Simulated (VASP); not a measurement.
Wanted: the native input for a VASP 6.6.1 run.

```yaml
Task: single point
Functional: PBE
Potentials_or_basis: VASP PAW PBE potentials, release 64 (Na_pv)
Cutoff: 520 eV
k_mesh: 16 × 16 × 16
Occupations: fermi-dirac, width 0.05 eV
Spin: no spin polarisation
Dipole_correction: no
Further_INCAR_settings: ALGO = Normal; EDIFF = 1e-06; NBANDS = 14
```

The structure of Na lies in POSCAR:

```
Na
1.0
   -2.4181338601      2.4181338601      1.3158460233
    2.4181338601     -2.4181338601      1.3158460233
    2.4181338601      2.4181338601     -1.3158460233
Na
2
Direct
   -0.3750000000     -0.1250000000     -0.2500000000
    0.3750000000      0.1250000000      0.2500000000
```

These files were run (other wordings do the same):

INCAR

```
PREC = Accurate
ENCUT = 520
EDIFF = 1E-6
ISMEAR = -1
SIGMA = 0.05
LREAL = F
LASPH = T
NELM = 60
ALGO = Normal
ISIF = 2
LWAVE = F
LCHARG = T
GGA = PE
LELF = T
LVHAR = T
NBANDS = 14
```

KPOINTS

```
Automatic mesh
0
Gamma
  16 16 16
```

Potentials or basis: VASP PAW PBE potentials, release 64 (Na_pv).

Run with:

```bash
$ cat potpaw_PBE.64/Na_pv/POTCAR > POTCAR
$ mpirun -np 1 vasp_std > vasp.out
```

Results of the run:

```yaml
Pressure: 35.1 GPa
Band_gap_on_the_k_mesh: zero (band 7 reaches 6.55 eV, above the bottom of band 8 at 2.28 eV)
```

Wall time 2.2 min on 1 thread of AMD EPYC 9755 128-Core Processor, on a shared host, peak memory 0.19 GiB.
